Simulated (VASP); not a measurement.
Input of a VASP 6.6.1 run:

File INCAR:

```
SYSTEM = SnGe3Te4
ALGO     = Normal         ! electronic algorithm
EDIFF    = 1E-6           ! SCF threshold, eV
ENCUT    = 520            ! plane-wave cutoff, eV
GGA      = PE             ! functional
ISIF     = 2              ! what is computed and relaxed
ISMEAR   = 0              ! smearing method
LASPH    = .True.         ! aspherical terms in the spheres
LCHARG   = .False.        ! write CHGCAR
LREAL    = .False.        ! projectors in reciprocal space
LWAVE    = .False.        ! write WAVECAR
NBANDS   = 50             ! bands
NELM     = 60             ! most SCF steps
PREC     = Accurate       ! precision mode
SIGMA    = 0.1            ! smearing width, eV
```

The input KPOINTS:

```
k-points
0
Gamma
  3 3 3
  0 0 0
```

The input POSCAR:

```
SnGe3Te4
1.0
    4.3003873775      2.4828298100      3.7119234788
   -4.3003873775      2.4828298100      3.7119234788
    0.0000000000     -4.9656596200      3.7119234788
Sn Ge Te
1 3 4
Direct
    0.0028521474      0.0028521474      0.0028521474
    0.0196744244      0.5194457639      0.5194457639
    0.5194457639      0.5194457639      0.0196744244
    0.5194457639      0.0196744244      0.5194457639
    0.4900908793      0.9820544727      0.9820544727
    0.4815504616      0.4815504616      0.4815504616
    0.9820544727      0.9820544727      0.4900908793
    0.9820544727      0.4900908793      0.9820544727
```

Potentials or basis: VASP PAW PBE potentials, release 64 (Sn_d, Ge_d, Te).

Run with:

```sh
$ cat potpaw_PBE.64/Sn_d/POTCAR potpaw_PBE.64/Ge_d/POTCAR potpaw_PBE.64/Te/POTCAR > POTCAR
$ mpirun -np 1 vasp_std > vasp.out
```

**Question.** Predict the pressure.

**Answer.** 0.2 GPa.

**Question.** Predict the largest force.

**Answer.** 0.132 eV/Å.

**Question.** Estimate the band gap on the k mesh.

**Answer.** 1.12 eV, indirect (least direct gap 1.18 eV).

Stress tensor (GPa, compression positive):
```
0.14 0.00 0.00
0.00 0.14 0.00
0.00 0.00 0.41
```

Caveat: spin-orbit coupling is left out, which moves the levels of the heavy elements. A k mesh can miss the band edges.
